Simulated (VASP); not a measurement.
Write the native input for VASP 6.6.1 that does the following.

| Property | Result |
| --- | --- |
| Task | single point |
| Functional | r2SCAN |
| Potentials or basis | VASP PAW PBE potentials, release 64 (Na_pv, I) |
| Cutoff | 550 eV |
| k mesh | 8 × 8 × 8 |
| Occupations | gaussian, width 0.05 eV |
| Spin | no spin polarisation |
| Dipole correction | no |
| Further INCAR settings | ALGO = Normal; EDIFF = 1e-06; NBANDS = 14 |

NaI:

```
Na I
1.0
     0.78889    3.67506    3.67506
     3.67506    0.78889    3.67506
     3.67506    3.67506    0.78889
Na I
1 1
Direct
  0.00000 0.00000 0.00000
  0.50000 0.50000 0.50000
```

This cell differs from its parent crystal: ratio of the length along [111] to the lengths across it x 1.41, volume and fractional coordinates fixed.

These files were run (other wordings do the same):

POSCAR

```
NaI
1.0
    0.7888875205      3.6750613759      3.6750613759
    3.6750613759      0.7888875205      3.6750613759
    3.6750613759      3.6750613759      0.7888875205
Na I
1 1
Direct
    0.0000000000      0.0000000000      0.0000000000
    0.5000000000      0.5000000000      0.5000000000
```

INCAR.step1

```
SYSTEM = NaI
PREC     = Accurate       ! precision mode
ENCUT    = 550            ! plane-wave cutoff, eV
ISMEAR   = 0              ! smearing method
SIGMA    = 0.05           ! smearing width, eV
LREAL    = .FALSE.        ! projectors in reciprocal space
LASPH    = .TRUE.         ! aspherical terms in the spheres
NELM     = 120            ! most SCF steps
NBANDS   = 14             ! bands
GGA      = PE             ! functional
ALGO     = Normal         ! electronic algorithm
EDIFF    = 1E-5           ! SCF threshold, eV
LWAVE    = .TRUE.         ! write WAVECAR
LCHARG   = .FALSE.        ! write CHGCAR
GGA_COMPAT= .FALSE.
```

INCAR.step2

```
SYSTEM = NaI
PREC     = Accurate       ! precision mode
ENCUT    = 550            ! plane-wave cutoff, eV
EDIFF    = 1E-6           ! SCF threshold, eV
ISMEAR   = 0              ! smearing method
SIGMA    = 0.05           ! smearing width, eV
LREAL    = .FALSE.        ! projectors in reciprocal space
LASPH    = .TRUE.         ! aspherical terms in the spheres
NELM     = 120            ! most SCF steps
ALGO     = Normal         ! electronic algorithm
ISIF     = 2              ! what is computed and relaxed
LWAVE    = .FALSE.        ! write WAVECAR
LCHARG   = .FALSE.        ! write CHGCAR
METAGGA  = R2SCAN         ! meta-GGA
LMIXTAU  = .TRUE.       
NBANDS   = 14             ! bands
ISTART   = 1            
GGA_COMPAT= .FALSE.
```

KPOINTS

```
regular mesh
0
G
  8 8 8
  0 0 0
```

Potentials or basis: VASP PAW PBE potentials, release 64 (Na_pv, I).

Run with:

```console
$ cat potpaw_PBE.64/Na_pv/POTCAR potpaw_PBE.64/I/POTCAR > POTCAR
$ cp INCAR.step1 INCAR
$ mpirun -np 1 vasp_std > vasp.out
$ cp INCAR.step2 INCAR
$ mpirun -np 1 vasp_std > vasp.out
```

It gave:

The pressure is 0.1 GPa and the band gap on the k mesh is 2.39 eV, direct.

Caveat: the PAW data sets were made with another functional, which shifts forces and pressure a little; spin-orbit coupling is left out, which moves the levels of the heavy elements.

It took 4.9 min on 1 thread of Intel(R) Xeon(R) Platinum 8175M CPU @ 2.50GHz (Skylake/Cascade Lake), on a shared host, peak memory 0.29 GiB.
